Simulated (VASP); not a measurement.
# MgO (P6_3/mmc) in VASP: a series of runs, part 2 of 2

VASP 6.6.1. Earlier steps stand in the parts before.

**3. Single point, PBE**

This run uses another cell than the first one, of 13.05 Å³/atom.

Input file INCAR:

```
  PREC = Accurate
  ENCUT = 520
  EDIFF = 1E-6
  ISMEAR = 0
  SIGMA = 0.05
  LREAL = F
  LASPH = T
  NELM = 60
  ALGO = Normal
  ISIF = 2
  LWAVE = F
  LCHARG = F
  GGA = PE
  NBANDS = 16
```

Input file KPOINTS:

```
regular mesh
0
Gamma
  9 9 6
```

Input file POSCAR:

```
MgO
1.0
    3.6974000000      0.0000000000      0.0000000000
   -1.8487000000      3.2020423279      0.0000000000
    0.0000000000      0.0000000000      4.4090000000
Mg O
2 2
Direct
    0.6666666667      0.3333333333      0.7500000000
    0.3333333333      0.6666666667      0.2500000000
    0.6666666667      0.3333333333      0.2500000000
    0.3333333333      0.6666666667      0.7500000000
```

Potentials or basis: VASP PAW PBE potentials, release 64 (Mg, O).

Run with:

```sh
cat potpaw_PBE.64/Mg/POTCAR potpaw_PBE.64/O/POTCAR > POTCAR
mpirun -np 1 vasp_std > vasp.out
```

OUTCAR:

```text
PREC = Accurate
   ENCUT = 520
   EDIFF = 1E-6
   ISMEAR = 0
   LREAL = F
   LASPH = T
   NELM = 60
   ISIF = 2
   GGA = PE

 ion  position               nearest neighbor table
   1  0.667  0.333  0.750-   4 2.13   4 2.13   4 2.13   3 2.20   3 2.20   2 3.07   2 3.07   2 3.07
                             2 3.07   2 3.07   2 3.07
   2  0.333  0.667  0.250-   3 2.13   3 2.13   3 2.13   4 2.20   4 2.20   1 3.07   1 3.07   1 3.07
                             1 3.07   1 3.07   1 3.07
   3  0.667  0.333  0.250-   2 2.13   2 2.13   2 2.13   1 2.20   1 2.20
   4  0.333  0.667  0.750-   1 2.13   1 2.13   1 2.13   2 2.20   2 2.20

  LATTYP: Found a hexagonal cell.
 ALAT       =     3.6974000000
 C/A-ratio  =     1.1924595662

  Lattice vectors:

 A1 = (   3.6974000000,   0.0000000000,   0.0000000000)
 A2 = (  -1.8487000000,   3.2020423279,   0.0000000000)
 A3 = (   0.0000000000,   0.0000000000,   4.4090000000)

Analysis of symmetry for initial positions (statically):
=====================================================================
 Subroutine PRICEL returns:
 Original cell was already a primitive cell.

 Routine SETGRP: Setting up the symmetry group for a
 hexagonal supercell.

 Subroutine GETGRP returns: Found 24 space group operations
 (whereof 12 operations were pure point group operations)
 out of a pool of 24 trial point group operations.

The static configuration has the point symmetry D_3d.
 The point group associated with its full space group is D_6h.

Analysis of symmetry for dynamics (positions and initial velocities):
=====================================================================
 Subroutine PRICEL returns:
 Original cell was already a primitive cell.

 Routine SETGRP: Setting up the symmetry group for a
 hexagonal supercell.

 Subroutine GETGRP returns: Found 24 space group operations
 (whereof 12 operations were pure point group operations)
 out of a pool of 24 trial point group operations.

The dynamic configuration has the point symmetry D_3d.
 The point group associated with its full space group is D_6h.

 Subroutine INISYM returns: Found 24 space group operations
 (whereof 12 operations are pure point group operations),
 and found     1 'primitive' translations

----------------------------------------------------------------------------------------

                                     Primitive cell

  volume of cell :      52.1992

  direct lattice vectors                    reciprocal lattice vectors
     3.697400000  0.000000000  0.000000000     0.270460323  0.156150341  0.000000000
    -1.848700000  3.202042328  0.000000000     0.000000000  0.312300681  0.000000000
     0.000000000  0.000000000  4.409000000     0.000000000  0.000000000  0.226808800

  length of vectors
     3.697400000  3.697400000  4.409000000     0.312300681  0.312300681  0.226808800

  position of ions in fractional coordinates (direct lattice)
     0.666666667  0.333333333  0.750000000
     0.333333333  0.666666667  0.250000000
     0.666666667  0.333333333  0.250000000
     0.333333333  0.666666667  0.750000000

[... 30 lines left out ...]

 Found     48 irreducible k-points:

 Following reciprocal coordinates:
            Coordinates               Weight
  0.000000  0.000000  0.000000      1.000000
  0.111111  0.000000  0.000000      6.000000
  0.222222  0.000000  0.000000      6.000000
  0.333333  0.000000  0.000000      6.000000
  0.444444  0.000000  0.000000      6.000000
  0.111111  0.111111  0.000000      6.000000
[... 16 lines left out ...]
  0.333333  0.222222  0.166667     24.000000
  0.333333  0.333333  0.166667      4.000000
 [... further k-points ...]
   k-points           NKPTS =     48   k-points in BZ     NKDIM =     48   number of bands    NBANDS=     16
   number of dos      NEDOS =    301   number of ions     NIONS =      4
   total plane-waves  NPLWV =  28224
   dimension x,y,z NGX =    28 NGY =   28 NGZ =   36
   dimension x,y,z NGXF=    56 NGYF=   56 NGZF=   72
   ions per type =               2   2
   NGX,Y,Z   is equivalent  to a cutoff of  12.59, 12.59, 13.57 a.u.
   NGXF,Y,Z  is equivalent  to a cutoff of  25.18, 25.18, 27.15 a.u.
 SYSTEM =  unknown system
   PREC   = accura    normal or accurate (medium, high low for compatibility)
   ISTART =      0    job   : 0-new  1-cont  2-samecut
   ICHARG =      2    charge: 1-file 2-atom 10-const
   ISPIN  =      1    spin polarized calculation?
   LNONCOLLINEAR =      F non collinear calculations
   LSORBIT =      F    spin-orbit coupling
   LASPH  =      T    aspherical Exc in radial PAW
   ENCUT  =  520.0 eV  38.22 Ry    6.18 a.u.   6.87  6.87  8.20*2*pi/ulx,y,z
   NELM   =     60;   NELMIN=  2; NELMDL= -5     # of ELM steps
   EDIFF  = 0.1E-05   stopping-criterion for ELM
   LREAL  =      F    real-space projection
   EDIFFG = 0.1E-04   stopping-criterion for IOM
   NSW    =      0    number of steps for IOM
   IBRION =     -1    ionic relax: 0-MD 1-quasi-New 2-CG
   NFREE  =      0    steps in history (QN), initial steepest desc. (CG)
   ISIF   =      2    stress and relaxation
   ISYM   =      2    0-nonsym 1-usesym 2-fastsym
   POTIM  = 0.5000    time-step for ionic-motion
   TEBEG  =    0.0;   TEEND  =   0.0 temperature during run
   PSTRESS=    0.0 pullay stress
   NELECT =      16.0000    total number of electrons
   NUPDOWN=      -1.0000    fix difference up-down
   EMIN   =  10.00;   EMAX   =-10.00  energy-range for DOS
   EFERMI =   0.00;   METHOD = LEGACY
   ISMEAR =     0;   SIGMA  =   0.05  broadening in eV -4-tet -1-fermi 0-gaus
   EFERMI_NEDOS =   21; number of points for ismear=-14 and -15
   IALGO  =     38    algorithm
   IMIX   =      4    mixing-type and parameters
     AMIX     =   0.40;   BMIX     =  1.00
     AMIX_MAG =   1.60;   BMIX_MAG =  1.00
  volume/ion in A,a.u.               =      13.05        88.06
  Fermi-wavevector in a.u.,A,eV,Ry     =   1.103808  2.085895 16.577238  1.218393
  Thomas-Fermi vector in A             =   2.240272
   LORBIT       =      0    0 simple, 1 ext, 2 COOP (PROOUT), +10 PAW based schemes
   GGA     = PE    functional components
   LHFCALC =     F    Hartree Fock is set to
   AEXX    =    0.0000 exact exchange contribution
   IVDW    =     0    specifies the selected vdW correction
   LEPSILON=     F    determine dielectric tensor
   LRPA    =     F    only Hartree local field effects (RPA)
 non-spin polarized calculation
 Gauss-broadening in eV      SIGMA  =   0.05
  energy-cutoff  :      520.00
  volume of cell :       52.20
 maximum number of plane-waves:      1431
 NGX is ok and might be reduce to    28
   NGX = 13   NGY = 13   NGZ = 17

 number of electron      15.9999996 magnetization

 Free energy of the ion-electron system (eV)
  ---------------------------------------------------
  ext. energy  EPLUGINS =         0.00000000
  ---------------------------------------------------
  free energy    TOTEN  =       -23.35852512 eV

  energy without entropy =      -23.35852512  energy(sigma->0) =      -23.35852512

 E-fermi :   1.2356     XC(G=0):  -9.3406

 val. band max:        0.9689195983   @ k =   0.0000   0.0000   0.0000
 cond. band min:       3.5825295757   @ k =   0.0000   0.0000   0.0000
 fundamental gap:      2.6136099774
 Fermi energy:         1.2355617206

 k-point     1 :       0.0000    0.0000    0.0000
  band No.  band energies     occupation
      1     -15.2745      2.00000
      2     -14.2664      2.00000
      3      -2.0797      2.00000
      4      -0.4558      2.00000
      5      -0.4558      2.00000
      6       0.3743      2.00000
[... 433 lines left out ...]
      3      -1.9133      2.00000
      4      -1.4435      2.00000
      5      -1.4435      2.00000
      6       0.0046      2.00000
[... 8 lines left out ...]
     15      14.0698      0.00000
     16      15.6389      0.00000

 [... further k-points ...]

------------------------ aborting loop because EDIFF is reached ----------------------------------------

  FORCE on cell =-STRESS in cart. coord.  units (eV):
  Direction    XX          YY          ZZ          XY          YZ          ZX
  --------------------------------------------------------------------------------------
  -------------------------------------------------------------------------------------
  Total       -4.3284262     -4.3284262     -4.3988408      0.0000000      0.0000000      0.0000000
  in kB     -132.8547231   -132.8547231   -135.0159939      0.0000000      0.0000000      0.0000000
  external PRESSURE =    -133.5751467 kB  Pullay stress =       0.0000000 kB

 VOLUME and BASIS-vectors are now :
 -----------------------------------------------------------------------------
  energy-cutoff  :      520.00
  volume of cell :       52.20
      direct lattice vectors                 reciprocal lattice vectors
     3.697400000  0.000000000  0.000000000     0.270460323  0.156150341  0.000000000
    -1.848700000  3.202042328  0.000000000     0.000000000  0.312300681  0.000000000
     0.000000000  0.000000000  4.409000000     0.000000000  0.000000000  0.226808800

 POSITION                                       TOTAL-FORCE (eV/Angst)
 -----------------------------------------------------------------------------------
      1.84870      1.06735      3.30675        -0.000000      0.000000      0.000000
     -0.00000      2.13469      1.10225         0.000000     -0.000000      0.000000
      1.84870      1.06735      1.10225         0.000000     -0.000000      0.000000
     -0.00000      2.13469      3.30675        -0.000000      0.000000      0.000000
 -----------------------------------------------------------------------------------
    total drift:                                0.000000     -0.000000      0.000000

  FREE ENERGIE OF THE ION-ELECTRON SYSTEM (eV)
  ---------------------------------------------------
  free  energy   TOTEN  =       -23.3585251183 eV

  energy  without entropy=      -23.3585251183  energy(sigma->0) =      -23.35852512
```

It took 73 s on 1 thread of AMD EPYC 7R43 (Zen 3), shared host; peak memory 0.15 GiB.

Results:

| Quantity | Value |
| --- | --- |
| Free energy | -23.3585 eV |
| Pressure | -13.4 GPa |
| Band gap on the k mesh | 2.61 eV |

Caveat: the cell stands under tension.

**4. Single point, PBE**

This run uses another cell than the first one, of 13.18 Å³/atom.

Input file INCAR:

```
PREC = Accurate
ENCUT = 520
EDIFF = 1E-7
ISMEAR = 0
SIGMA = 0.05
LREAL = False
LASPH = True
NELM = 80
ALGO = Normal
ISIF = 2
LWAVE = False
LCHARG = False
GGA = PE
NBANDS = 16
```

Input file KPOINTS:

```
Automatic mesh
0
Gamma
  9 9 6
```

POSCAR: that of step 3 with these lines changed.

```diff
@@ -4,3 +4,3 @@
    -1.8487000000      3.2020423279      0.0000000000
-    0.0000000000      0.0000000000      4.4090000000
+    0.0000000000      0.0000000000      4.4514000000
 Mg O
```

Run with:

```sh
cat potpaw_PBE.64/Mg/POTCAR potpaw_PBE.64/O/POTCAR > POTCAR
mpirun -np 1 vasp_std > vasp.out
```

It took 60 s on 1 thread of AMD EPYC 7R43 (Zen 3), shared host; peak memory 0.15 GiB.

Results (log left out):

```
Free energy            : -23.3150 eV
Pressure               : -14.0 GPa
Band gap on the k mesh : 2.55 eV
```

Stress tensor (GPa, compression positive):
```
-13.77   0.00   0.00
  0.00 -13.77   0.00
  0.00   0.00 -14.53
```

Levels at points of the mesh, in eV from the valence-band top:
| k point | band 4 | band 5 | band 6 | band 7 | band 8 | band 9 | band 10 | band 11 | band 12 | band 13 |
| --- | --- | --- | --- | --- | --- | --- | --- | --- | --- | --- |
| (0.00, 0.00, 0.00) | -1.41 | -1.41 | -0.61 | -0.61 | 0.00 | 2.55 | 8.03 | 10.81 | 11.37 | 11.37 |
| (0.00, 0.00, 0.50) | -2.11 | -1.02 | -1.02 | -1.02 | -1.02 | 5.49 | 5.49 | 11.72 | 11.72 | 11.72 |

Caveat: the cell stands under tension.

**5. Overview**

| cell | gap on the mesh (eV) | pressure (GPa) |
| --- | --- | --- |
| a = 3.662, b = 3.662, c = 4.451 Å, angles 90.0, 90.0, 120.0°, 4 atoms | 2.62 | -12.7 |
| a = 3.697, b = 3.697, c = 4.409 Å, angles 90.0, 90.0, 120.0°, 4 atoms | 2.61 | -13.4 |
| a = 3.697, b = 3.697, c = 4.451 Å, angles 90.0, 90.0, 120.0°, 4 atoms | 2.55 | -14.0 |

Alike in all rows: task single point; level PBE; potentials or basis VASP PAW PBE potentials, release 64 (Mg, O); no spin polarisation; k mesh 9 × 9 × 6; cutoff (eV) 520; smearing gaussian 0.05 eV.

Caveats: the cell stands under tension.

Total energies depend on the potentials used, so only differences within one code and one set of settings carry meaning.
